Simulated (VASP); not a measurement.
# CaO (Fm-3m) in VASP: settings compared

The runs below take CaO through single point, with PBE, revPBE.

Program: VASP 6.6.1. These are calculated values, not measurements. Logs are shortened: lines on timing, memory, paths and dates and some standing lists are left out, and cuts for length are marked.

## 1. The cell of the first run

It takes space group Fm-3m (No. 225, cubic). Conventional cell: a = 4.925 Å, b = 4.925 Å, c = 4.925 Å, α = 90.00°, β = 90.00°, γ = 90.00°. Ca (site symmetry m-3m) has 6 O at 2.46 Å within 3.3 Å. O (site symmetry m-3m) has 6 Ca at 2.46 Å within 3.3 Å.

## 2. Single point, PBE (volume scaled by 1.06)

Contents of INCAR:

```
SYSTEM = CaO
PREC = Accurate
ENCUT = 520
EDIFF = 1E-7
ISMEAR = 0
SIGMA = 0.02
LREAL = .False.
LASPH = .True.
NELM = 80
ALGO = Normal
ISIF = 2
LWAVE = .False.
LCHARG = .False.
GGA = PE
NBANDS = 15
```

Contents of KPOINTS:

```
Automatic mesh
0
Gamma
  8 8 8
  0 0 0
```

Contents of POSCAR:

```
CaO
1.0
    0.0000000000      2.4624220443      2.4624220443
    2.4624220443      0.0000000000      2.4624220443
    2.4624220443      2.4624220443      0.0000000000
Ca O
1 1
Direct
    0.0000000000      0.0000000000      0.0000000000
    0.5000000000      0.5000000000      0.5000000000
```

Potentials or basis: VASP PAW PBE potentials, release 64 (Ca_sv, O).

Command:

```bash
$ cat potpaw_PBE.64/Ca_sv/POTCAR potpaw_PBE.64/O/POTCAR > POTCAR
$ mpirun -np 1 vasp_std > vasp.out
```

OUTCAR:

```text
SYSTEM = CaO
   PREC = Accurate
   ENCUT = 520
   EDIFF = 1E-7
   ISMEAR = 0
   LREAL = .False.
   LASPH = .True.
   NELM = 80
   ISIF = 2
   GGA = PE

 ion  position               nearest neighbor table
   1  0.000  0.000  0.000-   2 2.46   2 2.46   2 2.46   2 2.46   2 2.46   2 2.46
   2  0.500  0.500  0.500-   1 2.46   1 2.46   1 2.46   1 2.46   1 2.46   1 2.46

  LATTYP: Found a face centered cubic cell.
 ALAT       =     4.9248440886

  Lattice vectors:

 A1 = (   0.0000000000,   2.4624220443,   2.4624220443)
 A2 = (   2.4624220443,   0.0000000000,   2.4624220443)
 A3 = (   2.4624220443,   2.4624220443,   0.0000000000)

Analysis of symmetry for initial positions (statically):
=====================================================================
 Subroutine PRICEL returns:
 Original cell was already a primitive cell.

 Routine SETGRP: Setting up the symmetry group for a
 face centered cubic supercell.

 Subroutine GETGRP returns: Found 48 space group operations
 (whereof 48 operations were pure point group operations)
 out of a pool of 48 trial point group operations.

The static configuration has the point symmetry O_h .

Analysis of symmetry for dynamics (positions and initial velocities):
=====================================================================
 Subroutine PRICEL returns:
 Original cell was already a primitive cell.

 Routine SETGRP: Setting up the symmetry group for a
 face centered cubic supercell.

 Subroutine GETGRP returns: Found 48 space group operations
 (whereof 48 operations were pure point group operations)
 out of a pool of 48 trial point group operations.

The dynamic configuration has the point symmetry O_h .

 Subroutine INISYM returns: Found 48 space group operations
 (whereof 48 operations are pure point group operations),
 and found     1 'primitive' translations

----------------------------------------------------------------------------------------

                                     Primitive cell

  volume of cell :      29.8619

  direct lattice vectors                    reciprocal lattice vectors
     0.000000000  2.462422044  2.462422044    -0.203052113  0.203052113  0.203052113
     2.462422044  0.000000000  2.462422044     0.203052113 -0.203052113  0.203052113
     2.462422044  2.462422044  0.000000000     0.203052113  0.203052113 -0.203052113

  length of vectors
     3.482390651  3.482390651  3.482390651     0.351696577  0.351696577  0.351696577

  position of ions in fractional coordinates (direct lattice)
     0.000000000  0.000000000  0.000000000
     0.500000000  0.500000000  0.500000000

  ion indices of the primitive-cell ions
   primitive index   ion index
                 1           1
                 2           2

----------------------------------------------------------------------------------------

 KPOINTS: Automatic mesh

Automatic generation of k-mesh.
 Grid dimensions read from file:
 generate k-points for:    8    8    8

 Generating k-lattice:

  Cartesian coordinates                     Fractional coordinates (reciprocal lattice)
    -0.025381514  0.025381514  0.025381514     0.125000000  0.000000000  0.000000000
     0.025381514 -0.025381514  0.025381514     0.000000000  0.125000000  0.000000000
     0.025381514  0.025381514 -0.025381514     0.000000000  0.000000000  0.125000000

  Length of vectors
     0.043962072  0.043962072  0.043962072

  Shift w.r.t. Gamma in fractional coordinates (k-lattice)
     0.000000000  0.000000000  0.000000000

 Subroutine IBZKPT returns following result:
 ===========================================

 Found     29 irreducible k-points:

 Following reciprocal coordinates:
            Coordinates               Weight
  0.000000  0.000000  0.000000      1.000000
  0.125000  0.000000  0.000000      8.000000
  0.250000  0.000000  0.000000      8.000000
  0.375000  0.000000  0.000000      8.000000
  0.500000  0.000000  0.000000      4.000000
  0.125000  0.125000  0.000000      6.000000
[... 16 lines left out ...]
  0.500000  0.250000  0.125000     48.000000
 -0.375000  0.250000  0.125000     24.000000
 [... further k-points ...]
   k-points           NKPTS =     29   k-points in BZ     NKDIM =     29   number of bands    NBANDS=     15
   number of dos      NEDOS =    301   number of ions     NIONS =      2
   total plane-waves  NPLWV =  21952
   dimension x,y,z NGX =    28 NGY =   28 NGZ =   28
   dimension x,y,z NGXF=    56 NGYF=   56 NGZF=   56
   ions per type =               1   1
   NGX,Y,Z   is equivalent  to a cutoff of  13.37, 13.37, 13.37 a.u.
   NGXF,Y,Z  is equivalent  to a cutoff of  26.73, 26.73, 26.73 a.u.
 SYSTEM =  CaO
   PREC   = accura    normal or accurate (medium, high low for compatibility)
   ISTART =      0    job   : 0-new  1-cont  2-samecut
   ICHARG =      2    charge: 1-file 2-atom 10-const
   ISPIN  =      1    spin polarized calculation?
   LNONCOLLINEAR =      F non collinear calculations
   LSORBIT =      F    spin-orbit coupling
   LASPH  =      T    aspherical Exc in radial PAW
   ENCUT  =  520.0 eV  38.22 Ry    6.18 a.u.   6.47  6.47  6.47*2*pi/ulx,y,z
   NELM   =     80;   NELMIN=  2; NELMDL= -5     # of ELM steps
   EDIFF  = 0.1E-06   stopping-criterion for ELM
   LREAL  =      F    real-space projection
   EDIFFG = 0.1E-05   stopping-criterion for IOM
   NSW    =      0    number of steps for IOM
   IBRION =     -1    ionic relax: 0-MD 1-quasi-New 2-CG
   NFREE  =      0    steps in history (QN), initial steepest desc. (CG)
   ISIF   =      2    stress and relaxation
   ISYM   =      2    0-nonsym 1-usesym 2-fastsym
   POTIM  = 0.5000    time-step for ionic-motion
   TEBEG  =    0.0;   TEEND  =   0.0 temperature during run
   PSTRESS=    0.0 pullay stress
   NELECT =      16.0000    total number of electrons
   NUPDOWN=      -1.0000    fix difference up-down
   EMIN   =  10.00;   EMAX   =-10.00  energy-range for DOS
   EFERMI =   0.00;   METHOD = LEGACY
   ISMEAR =     0;   SIGMA  =   0.02  broadening in eV -4-tet -1-fermi 0-gaus
   EFERMI_NEDOS =   21; number of points for ismear=-14 and -15
   IALGO  =     38    algorithm
   IMIX   =      4    mixing-type and parameters
     AMIX     =   0.40;   BMIX     =  1.00
     AMIX_MAG =   1.60;   BMIX_MAG =  1.00
  volume/ion in A,a.u.               =      14.93       100.76
  Fermi-wavevector in a.u.,A,eV,Ry     =   1.329665  2.512703 24.055234  1.768010
  Thomas-Fermi vector in A             =   2.458811
   LORBIT       =      0    0 simple, 1 ext, 2 COOP (PROOUT), +10 PAW based schemes
   GGA     = PE    functional components
   LHFCALC =     F    Hartree Fock is set to
   AEXX    =    0.0000 exact exchange contribution
   IVDW    =     0    specifies the selected vdW correction
   LEPSILON=     F    determine dielectric tensor
   LRPA    =     F    only Hartree local field effects (RPA)
 non-spin polarized calculation
 Gauss-broadening in eV      SIGMA  =   0.02
  energy-cutoff  :      520.00
  volume of cell :       29.86
 maximum number of plane-waves:       821
 NGX is ok and might be reduce to    28
   NGX = 13   NGY = 13   NGZ = 13

 number of electron      16.0000004 magnetization

 Free energy of the ion-electron system (eV)
  ---------------------------------------------------
  ext. energy  EPLUGINS =         0.00000000
  ---------------------------------------------------
  free energy    TOTEN  =       -12.78248394 eV

  energy without entropy =      -12.78248394  energy(sigma->0) =      -12.78248394

 E-fermi :   2.1333     XC(G=0): -10.1253

 val. band max:        1.9519215290   @ k =   0.0000   0.0000   0.0000
 cond. band min:       5.5958517172   @ k =   0.5000   0.5000   0.0000
 fundamental gap:      3.6439301882
 Fermi energy:         2.1333178503

 k-point     1 :       0.0000    0.0000    0.0000
  band No.  band energies     occupation
      1     -35.9930      2.00000
      2     -16.8024      2.00000
      3     -16.8024      2.00000
      4     -16.8024      2.00000
      5     -13.4418      2.00000
      6       1.9519      2.00000
      7       1.9519      2.00000
      8       1.9519      2.00000
      9       6.0979      0.00000
     10       7.9903      0.00000
     11       7.9903      0.00000
     12       7.9903      0.00000
     13       9.3709      0.00000
     14       9.3709      0.00000
     15      16.5643      0.00000

 k-point     2 :       0.1250    0.0000    0.0000
  band No.  band energies     occupation
      1     -35.9823      2.00000
      2     -16.9480      2.00000
      3     -16.8090      2.00000
      4     -16.8090      2.00000
      5     -13.2831      2.00000
      6       1.4389      2.00000
      7       1.7673      2.00000
      8       1.7673      2.00000
      9       6.7683      0.00000
     10       7.9463      0.00000
     11       8.2310      0.00000
     12       8.2310      0.00000
     13       9.6955      0.00000
     14       9.6955      0.00000
     15      17.0572      0.00000

 k-point     3 :       0.2500    0.0000    0.0000
  band No.  band energies     occupation
      1     -35.9563      2.00000
      2     -17.2577      2.00000
      3     -16.8249      2.00000
      4     -16.8249      2.00000
      5     -12.9405      2.00000
      6       0.5007      2.00000
      7       1.3684      2.00000
      8       1.3684      2.00000
      9       7.9542      0.00000
     10       8.2198      0.00000
     11       8.8602      0.00000
     12       8.8602      0.00000
     13      10.4817      0.00000
     14      10.4817      0.00000
     15      17.1275      0.00000

 k-point     4 :       0.3750    0.0000    0.0000
  band No.  band energies     occupation
      1     -35.9301      2.00000
      2     -17.5268      2.00000
      3     -16.8405      2.00000
      4     -16.8405      2.00000
      5     -12.6359      2.00000
      6      -0.2431      2.00000
      7       1.0189      2.00000
      8       1.0189      2.00000
      9       8.3781      0.00000
     10       9.4238      0.00000
     11       9.5796      0.00000
     12       9.5796      0.00000
     13      11.3453      0.00000
     14      11.3453      0.00000
     15      15.8514      0.00000
[... 307 lines left out ...]
 k-point    22 :       0.3750    0.2500    0.1250
  band No.  band energies     occupation
      1     -35.9373      2.00000
      2     -17.2897      2.00000
      3     -16.9259      2.00000
      4     -16.8530      2.00000
      5     -12.8947      2.00000
      6       0.2469      2.00000
      7       1.2524      2.00000
      8       1.4590      2.00000
      9       7.1950      0.00000
     10       8.5118      0.00000
     11       9.4864      0.00000
     12       9.7520      0.00000
     13      10.4726      0.00000
     14      11.5207      0.00000
     15      17.5368      0.00000

 k-point    23 :       0.5000    0.2500    0.1250
  band No.  band energies     occupation
      1     -35.9165      2.00000
      2     -17.4092      2.00000
      3     -16.9764      2.00000
      4     -16.8817      2.00000
      5     -12.7715      2.00000
      6       0.0658      2.00000
      7       0.9824      2.00000
      8       1.1595      2.00000
      9       7.6396      0.00000
     10       9.0134      0.00000
     11      10.0079      0.00000
     12      10.0489      0.00000
     13      11.3153      0.00000
     14      12.3840      0.00000
     15      15.8289      0.00000

 k-point    24 :      -0.3750    0.2500    0.1250
  band No.  band energies     occupation
      1     -35.9078      2.00000
      2     -17.4580      2.00000
      3     -16.9885      2.00000
      4     -16.9008      2.00000
      5     -12.7234      2.00000
      6       0.0141      2.00000
      7       0.8947      2.00000
      8       0.9947      2.00000
      9       8.4115      0.00000
     10       8.4858      0.00000
     11      10.2824      0.00000
     12      10.3483      0.00000
     13      11.5854      0.00000
     14      13.1719      0.00000
     15      14.8432      0.00000

 [... further k-points ...]

------------------------ aborting loop because EDIFF is reached ----------------------------------------

  FORCE on cell =-STRESS in cart. coord.  units (eV):
  Direction    XX          YY          ZZ          XY          YZ          ZX
  --------------------------------------------------------------------------------------
  -------------------------------------------------------------------------------------
  Total       -0.9234945     -0.9234945     -0.9234945     -0.0000000      0.0000000      0.0000000
  in kB      -49.5481510    -49.5481510    -49.5481510     -0.0000000      0.0000000      0.0000000
  external PRESSURE =     -49.5481510 kB  Pullay stress =       0.0000000 kB

 VOLUME and BASIS-vectors are now :
 -----------------------------------------------------------------------------
  energy-cutoff  :      520.00
  volume of cell :       29.86
      direct lattice vectors                 reciprocal lattice vectors
     0.000000000  2.462422044  2.462422044    -0.203052113  0.203052113  0.203052113
     2.462422044  0.000000000  2.462422044     0.203052113 -0.203052113  0.203052113
     2.462422044  2.462422044  0.000000000     0.203052113  0.203052113 -0.203052113

 POSITION                                       TOTAL-FORCE (eV/Angst)
 -----------------------------------------------------------------------------------
      0.00000      0.00000      0.00000        -0.000000     -0.000000      0.000000
      2.46242      2.46242      2.46242         0.000000      0.000000     -0.000000
 -----------------------------------------------------------------------------------
    total drift:                                0.000000      0.000000      0.000000

  FREE ENERGIE OF THE ION-ELECTRON SYSTEM (eV)
  ---------------------------------------------------
  free  energy   TOTEN  =       -12.7824839360 eV

  energy  without entropy=      -12.7824839360  energy(sigma->0) =      -12.78248394
```

Wall time 16 s (1 thread of AMD EPYC 9R45 (Zen 5), shared host); peak memory 0.13 GiB.

What came out:

```yaml
Free_energy: -12.7825 eV
Pressure: -5.0 GPa
Band_gap_on_the_k_mesh: 3.64 eV, indirect (least direct gap 4.03 eV)
```

Levels at points of the mesh, in eV from the valence-band top:
```csv
k point,band 4,band 5,band 6,band 7,band 8,band 9,band 10,band 11,band 12,band 13
"(0.00, 0.00, 0.00)",-18.75,-15.39,0.00,0.00,0.00,4.15,6.04,6.04,6.04,7.42
"(0.50, 0.00, 0.00)",-18.80,-14.47,-2.47,-1.07,-1.07,6.71,7.95,7.96,7.96,9.82
"(0.50, 0.50, 0.00)",-18.93,-15.16,-1.32,-0.38,-0.38,3.64,7.52,8.48,9.04,9.04
```

## 3. Single point, PBE (volume scaled by 0.91)

Contents of INCAR:

```
PREC = Accurate
ENCUT = 520
EDIFF = 1E-7
ISMEAR = 0
SIGMA = 0.02
LREAL = F
LASPH = T
NELM = 60
ALGO = Normal
ISIF = 2
LWAVE = F
LCHARG = F
GGA = PE
NBANDS = 15
```

Contents of KPOINTS:

```
regular mesh
0
Gamma
  8 8 8
```

Contents of POSCAR:

```
CaO
1.0
    0.0000000000      2.3403150894      2.3403150894
    2.3403150894      0.0000000000      2.3403150894
    2.3403150894      2.3403150894      0.0000000000
Ca O
1 1
Direct
    0.0000000000      0.0000000000      0.0000000000
    0.5000000000      0.5000000000      0.5000000000
```

Potentials or basis: VASP PAW PBE potentials, release 64 (Ca_sv, O).

Command:

```bash
$ cat potpaw_PBE.64/Ca_sv/POTCAR potpaw_PBE.64/O/POTCAR > POTCAR
$ mpirun -np 1 vasp_std > vasp.out
```

It took 12 s on 1 thread of Intel Xeon Platinum 8488C (Sapphire Rapids), shared host; peak memory 0.16 GiB.

Results (log left out):

```yaml
Free_energy: -12.7018 eV
Pressure: 13.1 GPa
Band_gap_on_the_k_mesh: 3.60 eV, indirect (least direct gap 3.95 eV)
```

Levels at points of the mesh, in eV from the valence-band top:
```csv
k point,band 6,band 7,band 8,band 9,band 10,band 11
"(0.00, 0.00, 0.00)",0.00,0.00,0.00,5.39,6.41,6.41
"(0.50, 0.00, 0.00)",-2.83,-1.37,-1.37,7.43,8.79,8.79
"(0.50, 0.50, 0.00)",-1.25,-0.35,-0.35,3.60,8.65,9.35
```

 A k mesh can miss the band edges.

## 4. Single point, PBE (volume scaled by 0.88)

Contents of INCAR:

```
SYSTEM = CaO
PREC     = Accurate       ! precision mode
ENCUT    = 520            ! plane-wave cutoff, eV
EDIFF    = 1E-7           ! SCF threshold, eV
ISMEAR   = 0              ! smearing method
SIGMA    = 0.02           ! smearing width, eV
LREAL    = .False.        ! projectors in reciprocal space
LASPH    = .True.         ! aspherical terms in the spheres
NELM     = 100            ! most SCF steps
ALGO     = Normal         ! electronic algorithm
ISIF     = 2              ! what is computed and relaxed
LWAVE    = .False.        ! write WAVECAR
LCHARG   = .False.        ! write CHGCAR
GGA      = PE             ! functional
NBANDS   = 15             ! bands
```

Contents of KPOINTS:

```
Automatic mesh
0
Gamma
  8 8 8
  0 0 0
```

Contents of POSCAR:

```
CaO
1.0
    0.0000000000      2.3143094359      2.3143094359
    2.3143094359      0.0000000000      2.3143094359
    2.3143094359      2.3143094359      0.0000000000
Ca O
1 1
Direct
    0.0000000000      0.0000000000      0.0000000000
    0.5000000000      0.5000000000      0.5000000000
```

Command:

```bash
$ cat potpaw_PBE.64/Ca_sv/POTCAR potpaw_PBE.64/O/POTCAR > POTCAR
$ mpirun -np 1 vasp_std > vasp.out
```

Wall time 6.3 s (1 thread of Intel Xeon Platinum 8488C (Sapphire Rapids), shared host); peak memory 0.14 GiB.

Results (log left out):

| Quantity | Value |
| --- | --- |
| Free energy | -12.6168 eV |
| Pressure | 18.9 GPa |
| Band gap on the k mesh | 3.57 eV, indirect (least direct gap 3.91 eV) |

Levels at points of the mesh, in eV from the valence-band top:
| k point | band 4 | band 5 | band 6 | band 7 | band 8 | band 9 | band 10 | band 11 | band 12 | band 13 |
| --- | --- | --- | --- | --- | --- | --- | --- | --- | --- | --- |
| (0.00, 0.00, 0.00) | -17.86 | -15.76 | 0.00 | 0.00 | 0.00 | 5.69 | 6.48 | 6.48 | 6.48 | 8.19 |
| (0.50, 0.00, 0.00) | -17.93 | -14.01 | -2.92 | -1.45 | -1.45 | 7.59 | 8.98 | 8.98 | 9.41 | 11.40 |
| (0.50, 0.50, 0.00) | -18.19 | -15.54 | -1.22 | -0.34 | -0.34 | 3.57 | 8.92 | 9.54 | 10.31 | 10.31 |

 A k mesh can miss the band edges.

(Continued in part 2 of 2.)
